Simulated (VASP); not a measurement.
# BaZnPF (P4/nmm) in VASP: further runs

The runs below take BaZnPF through single point, with PBE.

Everything below comes from runs of VASP 6.6.1. Logs are shortened: lines on timing, memory, paths and dates and some standing lists are left out, and cuts for length are marked.

## 1. The cell of the first run

It takes space group P4/nmm (No. 129, tetragonal). The conventional cell has a = 4.086 Å, b = 4.086 Å, c = 9.329 Å, α = 90.00°, β = 90.00°, γ = 90.00°. Within 3.4 Å of Ba (site symmetry 4mm) lie 4 F at 2.58 Å and 4 P at 3.35 Å. Zn (site symmetry -4m2) has 4 P at 2.47 Å and 4 Zn at 2.89 Å within 3.3 Å. Within 3.4 Å of P (site symmetry 4mm) lie 4 Zn at 2.47 Å and 4 Ba at 3.35 Å. Within 3.4 Å of F (site symmetry -4m2) lie 4 Ba at 2.58 Å and 4 F at 2.89 Å.

## 2. Single point, PBE (19.47 Å³/atom)

Input file INCAR:

```
SYSTEM = BaZnPF
PREC     = Accurate       ! precision mode
ENCUT    = 520            ! plane-wave cutoff, eV
EDIFF    = 1E-6           ! SCF threshold, eV
ISMEAR   = 0              ! smearing method
SIGMA    = 0.01           ! smearing width, eV
LREAL    = .FALSE.        ! projectors in reciprocal space
LASPH    = .TRUE.         ! aspherical terms in the spheres
NELM     = 80             ! most SCF steps
ALGO     = Normal         ! electronic algorithm
ISIF     = 2              ! what is computed and relaxed
LWAVE    = .FALSE.        ! write WAVECAR
LCHARG   = .FALSE.        ! write CHGCAR
GGA      = PE             ! functional
NBANDS   = 44             ! bands
```

Input file KPOINTS:

```
Automatic mesh
0
G
  6 6 2
  0 0 0
```

Input file POSCAR:

```
BaZnPF
1.0
    4.0863466742      0.0000000000      0.0000000000
    0.0000000000      4.0863466742      0.0000000000
    0.0000000000      0.0000000000      9.3286679382
Ba Zn P F
2 2 2 2
Direct
    0.5000000000      0.0000000000      0.3309021137
    0.0000000000      0.5000000000      0.6690978863
    0.5000000000      0.5000000000      0.0000000000
    0.0000000000      0.0000000000      0.0000000000
    0.0000000000      0.5000000000      0.1484729584
    0.5000000000      0.0000000000      0.8515270416
    0.5000000000      0.5000000000      0.5000000000
    0.0000000000      0.0000000000      0.5000000000
```

Potentials or basis: VASP PAW PBE potentials, release 64 (Ba_sv, Zn, P, F).

Run with:

```bash
> cat potpaw_PBE.64/Ba_sv/POTCAR potpaw_PBE.64/Zn/POTCAR potpaw_PBE.64/P/POTCAR potpaw_PBE.64/F/POTCAR > POTCAR
> mpirun -np 1 vasp_std > vasp.out
```

OUTCAR:

```text
SYSTEM = BaZnPF
   PREC = Accurate
   ENCUT = 520
   EDIFF = 1E-6
   ISMEAR = 0
   LREAL = .FALSE.
   LASPH = .TRUE.
   NELM = 80
   ISIF = 2
   GGA = PE

 ion  position               nearest neighbor table
   1  0.500  0.000  0.331-   7 2.58   8 2.58   7 2.58   8 2.58   5 3.35   5 3.35   5 3.35   5 3.35
                             4 3.70   3 3.70   4 3.70   3 3.70   2 4.28   2 4.28   2 4.28   2 4.28
   2  0.000  0.500  0.669-   7 2.58   8 2.58   8 2.58   7 2.58   6 3.35   6 3.35   6 3.35   6 3.35
                             3 3.70   4 3.70   4 3.70   3 3.70   1 4.28   1 4.28   1 4.28   1 4.28
   3  0.500  0.500  0.000-   5 2.47   6 2.47   6 2.47   5 2.47   4 2.89   4 2.89   4 2.89   4 2.89
                             2 3.70   1 3.70   2 3.70   1 3.70
   4  0.000  0.000  0.000-   5 2.47   6 2.47   5 2.47   6 2.47   3 2.89   3 2.89   3 2.89   3 2.89
                             1 3.70   2 3.70   2 3.70   1 3.70
   5  0.000  0.500  0.148-   3 2.47   4 2.47   4 2.47   3 2.47   1 3.35   1 3.35   1 3.35   1 3.35

   6  0.500  0.000  0.852-   3 2.47   4 2.47   3 2.47   4 2.47   2 3.35   2 3.35   2 3.35   2 3.35

   7  0.500  0.500  0.500-   1 2.58   2 2.58   1 2.58   2 2.58
   8  0.000  0.000  0.500-   1 2.58   2 2.58   2 2.58   1 2.58

  LATTYP: Found a simple tetragonal cell.
 ALAT       =     4.0863466742
 C/A-ratio  =     2.2828870583

  Lattice vectors:

 A1 = (   4.0863466742,   0.0000000000,   0.0000000000)
 A2 = (   0.0000000000,   4.0863466742,   0.0000000000)
 A3 = (   0.0000000000,   0.0000000000,   9.3286679382)

Analysis of symmetry for initial positions (statically):
=====================================================================
 Subroutine PRICEL returns:
 Original cell was already a primitive cell.

 Routine SETGRP: Setting up the symmetry group for a
 simple tetragonal supercell.

 Subroutine GETGRP returns: Found 16 space group operations
 (whereof  8 operations were pure point group operations)
 out of a pool of 16 trial point group operations.

The static configuration has the point symmetry D_2d.
 The point group associated with its full space group is D_4h.

Analysis of symmetry for dynamics (positions and initial velocities):
=====================================================================
 Subroutine PRICEL returns:
 Original cell was already a primitive cell.

 Routine SETGRP: Setting up the symmetry group for a
 simple tetragonal supercell.

 Subroutine GETGRP returns: Found 16 space group operations
 (whereof  8 operations were pure point group operations)
 out of a pool of 16 trial point group operations.

The dynamic configuration has the point symmetry D_2d.
 The point group associated with its full space group is D_4h.

 Subroutine INISYM returns: Found 16 space group operations
 (whereof  8 operations are pure point group operations),
 and found     1 'primitive' translations

----------------------------------------------------------------------------------------

                                     Primitive cell

  volume of cell :     155.7722

  direct lattice vectors                    reciprocal lattice vectors
     4.086346674  0.000000000  0.000000000     0.244717367  0.000000000  0.000000000
     0.000000000  4.086346674  0.000000000     0.000000000  0.244717367  0.000000000
     0.000000000  0.000000000  9.328667938     0.000000000  0.000000000  0.107196441

  length of vectors
     4.086346674  4.086346674  9.328667938     0.244717367  0.244717367  0.107196441

  position of ions in fractional coordinates (direct lattice)
     0.500000000  0.000000000  0.330902114
     0.000000000  0.500000000  0.669097886
     0.500000000  0.500000000  0.000000000
     0.000000000  0.000000000  0.000000000
     0.000000000  0.500000000  0.148472958
     0.500000000  0.000000000  0.851527042
     0.500000000  0.500000000  0.500000000
     0.000000000  0.000000000  0.500000000

  ion indices of the primitive-cell ions
   primitive index   ion index
                 1           1
                 2           2
                 3           3
                 4           4
                 5           5
                 6           6
                 7           7
                 8           8

----------------------------------------------------------------------------------------

 KPOINTS: Automatic mesh

Automatic generation of k-mesh.
 Grid dimensions read from file:
 generate k-points for:    6    6    2

 Generating k-lattice:

  Cartesian coordinates                     Fractional coordinates (reciprocal lattice)
     0.040786228  0.000000000  0.000000000     0.166666667  0.000000000  0.000000000
     0.000000000  0.040786228  0.000000000     0.000000000  0.166666667  0.000000000
     0.000000000  0.000000000  0.053598220     0.000000000  0.000000000  0.500000000

  Length of vectors
     0.040786228  0.040786228  0.053598220

  Shift w.r.t. Gamma in fractional coordinates (k-lattice)
     0.000000000  0.000000000  0.000000000

 Subroutine IBZKPT returns following result:
 ===========================================

 Found     20 irreducible k-points:

 Following reciprocal coordinates:
            Coordinates               Weight
  0.000000  0.000000  0.000000      1.000000
  0.166667  0.000000  0.000000      4.000000
  0.333333  0.000000  0.000000      4.000000
  0.500000  0.000000  0.000000      2.000000
  0.166667  0.166667  0.000000      4.000000
  0.333333  0.166667  0.000000      8.000000
[... 12 lines left out ...]
  0.500000  0.333333  0.500000      4.000000
  0.500000  0.500000  0.500000      1.000000
   k-points           NKPTS =     20   k-points in BZ     NKDIM =     20   number of bands    NBANDS=     44
   number of dos      NEDOS =    301   number of ions     NIONS =      8
   total plane-waves  NPLWV =  63000
   dimension x,y,z NGX =    30 NGY =   30 NGZ =   70
   dimension x,y,z NGXF=    60 NGYF=   60 NGZF=  140
   ions per type =               2   2   2   2
   NGX,Y,Z   is equivalent  to a cutoff of  12.20, 12.20, 12.47 a.u.
   NGXF,Y,Z  is equivalent  to a cutoff of  24.41, 24.41, 24.95 a.u.
 SYSTEM =  BaZnPF
   PREC   = accura    normal or accurate (medium, high low for compatibility)
   ISTART =      0    job   : 0-new  1-cont  2-samecut
   ICHARG =      2    charge: 1-file 2-atom 10-const
   ISPIN  =      1    spin polarized calculation?
   LNONCOLLINEAR =      F non collinear calculations
   LSORBIT =      F    spin-orbit coupling
   LASPH  =      T    aspherical Exc in radial PAW
   ENCUT  =  520.0 eV  38.22 Ry    6.18 a.u.   7.60  7.60 17.35*2*pi/ulx,y,z
   NELM   =     80;   NELMIN=  2; NELMDL= -5     # of ELM steps
   EDIFF  = 0.1E-05   stopping-criterion for ELM
   LREAL  =      F    real-space projection
[... 7 lines left out ...]
   TEBEG  =    0.0;   TEEND  =   0.0 temperature during run
   PSTRESS=    0.0 pullay stress
   NELECT =      68.0000    total number of electrons
   NUPDOWN=      -1.0000    fix difference up-down
   EMIN   =  10.00;   EMAX   =-10.00  energy-range for DOS
   EFERMI =   0.00;   METHOD = LEGACY
   ISMEAR =     0;   SIGMA  =   0.01  broadening in eV -4-tet -1-fermi 0-gaus
   EFERMI_NEDOS =   21; number of points for ismear=-14 and -15
   IALGO  =     38    algorithm
   IMIX   =      4    mixing-type and parameters
     AMIX     =   0.40;   BMIX     =  1.00
     AMIX_MAG =   1.60;   BMIX_MAG =  1.00
  volume/ion in A,a.u.               =      19.47       131.40
  Fermi-wavevector in a.u.,A,eV,Ry     =   1.241884  2.346821 20.983945  1.542276
  Thomas-Fermi vector in A             =   2.376263
   LORBIT       =      0    0 simple, 1 ext, 2 COOP (PROOUT), +10 PAW based schemes
   GGA     = PE    functional components
   LHFCALC =     F    Hartree Fock is set to
   AEXX    =    0.0000 exact exchange contribution
   IVDW    =     0    specifies the selected vdW correction
   LEPSILON=     F    determine dielectric tensor
   LRPA    =     F    only Hartree local field effects (RPA)
 non-spin polarized calculation
 Gauss-broadening in eV      SIGMA  =   0.01
  energy-cutoff  :      520.00
  volume of cell :      155.77
 maximum number of plane-waves:      4236
   NGX = 15   NGY = 15   NGZ = 35

 number of electron      67.9999993 magnetization

 Free energy of the ion-electron system (eV)
  ---------------------------------------------------
  ext. energy  EPLUGINS =         0.00000000
  ---------------------------------------------------
  free energy    TOTEN  =       -35.21130713 eV

  energy without entropy =      -35.21130713  energy(sigma->0) =      -35.21130713

 E-fermi :   3.6751     XC(G=0):  -9.9469

 val. band max:        3.6158334474   @ k =   0.0000   0.0000   0.0000
 cond. band min:       4.0478390629   @ k =   0.0000   0.0000   0.0000
 fundamental gap:      0.4320056155
 Fermi energy:         3.6750812240

 k-point     1 :       0.0000    0.0000    0.0000
  band No.  band energies     occupation
      1     -23.7874      2.00000
      2     -23.5181      2.00000
      3     -20.0553      2.00000
      4     -19.9515      2.00000
      5      -8.9663      2.00000
      6      -8.9321      2.00000
[... 36 lines left out ...]
     43       8.9436      0.00000
     44       9.0585      0.00000

 k-point     2 :       0.1667    0.0000    0.0000
  band No.  band energies     occupation
      1     -23.7469      2.00000
      2     -23.5108      2.00000
      3     -20.0723      2.00000
      4     -19.9865      2.00000
      5      -9.0663      2.00000
      6      -9.0598      2.00000
[... 36 lines left out ...]
     43       8.7421      0.00000
     44       8.7442      0.00000

 k-point     3 :       0.3333    0.0000    0.0000
  band No.  band energies     occupation
      1     -23.6497      2.00000
      2     -23.5099      2.00000
      3     -20.1052      2.00000
      4     -20.0608      2.00000
      5      -9.1975      2.00000
      6      -9.1905      2.00000
[... 36 lines left out ...]
     43       8.6806      0.00000
     44       9.5297      0.00000

 k-point     4 :       0.5000    0.0000    0.0000
  band No.  band energies     occupation
      1     -23.5546      2.00000
      2     -23.5546      2.00000
      3     -20.1106      2.00000
      4     -20.1106      2.00000
      5      -9.2351      2.00000
      6      -9.2351      2.00000
[... 694 lines left out ...]
     43       9.5571      0.00000
     44       9.5775      0.00000

 k-point    19 :       0.5000    0.3333    0.5000
  band No.  band energies     occupation
      1     -23.4786      2.00000
      2     -23.4786      2.00000
      3     -20.1897      2.00000
      4     -20.1897      2.00000
      5      -9.2049      2.00000
      6      -9.2049      2.00000
[... 36 lines left out ...]
     43      10.2707      0.00000
     44      10.2937      0.00000

 k-point    20 :       0.5000    0.5000    0.5000
  band No.  band energies     occupation
      1     -23.4523      2.00000
      2     -23.4523      2.00000
      3     -20.2173      2.00000
      4     -20.2173      2.00000
      5      -9.2163      2.00000
      6      -9.2163      2.00000
[... 36 lines left out ...]
     43      11.2697      0.00000
     44      11.2748      0.00000

------------------------ aborting loop because EDIFF is reached ----------------------------------------

  FORCE on cell =-STRESS in cart. coord.  units (eV):
  Direction    XX          YY          ZZ          XY          YZ          ZX
  --------------------------------------------------------------------------------------
  -------------------------------------------------------------------------------------
  Total        5.2954244      5.2954244      5.2338950      0.0000000     -0.0000000      0.0000000
  in kB       54.4654756     54.4654756     53.8326224      0.0000000     -0.0000000      0.0000000
  external PRESSURE =      54.2545246 kB  Pullay stress =       0.0000000 kB

 VOLUME and BASIS-vectors are now :
 -----------------------------------------------------------------------------
  energy-cutoff  :      520.00
  volume of cell :      155.77
      direct lattice vectors                 reciprocal lattice vectors
     4.086346674  0.000000000  0.000000000     0.244717367  0.000000000  0.000000000
     0.000000000  4.086346674  0.000000000     0.000000000  0.244717367  0.000000000
     0.000000000  0.000000000  9.328667938     0.000000000  0.000000000  0.107196441

 POSITION                                       TOTAL-FORCE (eV/Angst)
 -----------------------------------------------------------------------------------
      2.04317      0.00000      3.08688         0.000000     -0.000000     -0.481189
      0.00000      2.04317      6.24179         0.000000      0.000000      0.481189
      2.04317      2.04317      0.00000        -0.000000     -0.000000     -0.000000
      0.00000      0.00000      0.00000         0.000000      0.000000     -0.000000
      0.00000      2.04317      1.38505         0.000000      0.000000      0.297772
      2.04317      0.00000      7.94361         0.000000     -0.000000     -0.297772
      2.04317      2.04317      4.66433        -0.000000     -0.000000     -0.000000
      0.00000      0.00000      4.66433         0.000000      0.000000     -0.000000
 -----------------------------------------------------------------------------------
    total drift:                                0.000000      0.000000      0.000000

  FREE ENERGIE OF THE ION-ELECTRON SYSTEM (eV)
  ---------------------------------------------------
  free  energy   TOTEN  =       -35.2113071269 eV

  energy  without entropy=      -35.2113071269  energy(sigma->0) =      -35.21130713
```

Wall time 2.8 min (1 thread of Oxide Virtual Turin-like, shared host); peak memory 0.28 GiB.

What came out:

```yaml
Free_energy: -35.2113 eV
Pressure: 5.4 GPa
Largest_force: 0.481 eV/Å
Band_gap_on_the_k_mesh: 0.43 eV
```

Forces in eV/Å, atoms in the order of the input:
```
Ba   0.000  0.000 -0.481
Ba   0.000  0.000  0.481
Zn   0.000  0.000  0.000
Zn   0.000  0.000  0.000
P    0.000  0.000  0.298
P    0.000  0.000 -0.298
F    0.000  0.000  0.000
F    0.000  0.000  0.000
```

Levels at points of the mesh, in eV from the valence-band top:
| k point | band 30 | band 31 | band 32 | band 33 | band 34 | band 35 | band 36 | band 37 | band 38 | band 39 |
| --- | --- | --- | --- | --- | --- | --- | --- | --- | --- | --- |
| (0.00, 0.00, 0.00) | -2.35 | -2.35 | -0.59 | 0.00 | 0.00 | 0.43 | 1.57 | 2.31 | 2.68 | 3.74 |
| (0.50, 0.00, 0.00) | -4.45 | -1.05 | -1.05 | -0.99 | -0.99 | 2.11 | 2.11 | 2.99 | 2.99 | 3.90 |
| (0.50, 0.50, 0.00) | -4.58 | -2.66 | -2.66 | -2.47 | -2.47 | 2.60 | 2.60 | 3.26 | 3.26 | 5.54 |
| (0.00, 0.00, 0.50) | -2.35 | -2.35 | -0.86 | 0.00 | 0.00 | 0.57 | 1.71 | 1.77 | 3.29 | 3.76 |
| (0.50, 0.00, 0.50) | -4.33 | -1.04 | -1.04 | -0.98 | -0.98 | 2.23 | 2.23 | 2.95 | 2.95 | 3.78 |
| (0.50, 0.50, 0.50) | -4.47 | -2.58 | -2.58 | -2.55 | -2.55 | 2.73 | 2.73 | 3.37 | 3.37 | 4.90 |

Caveat: the cell stands under pressure; semilocal functionals underestimate gaps, and a narrow one can read as zero; spin-orbit coupling is left out, which moves the levels of the heavy elements.

(Part 1 of 2 ends here.)
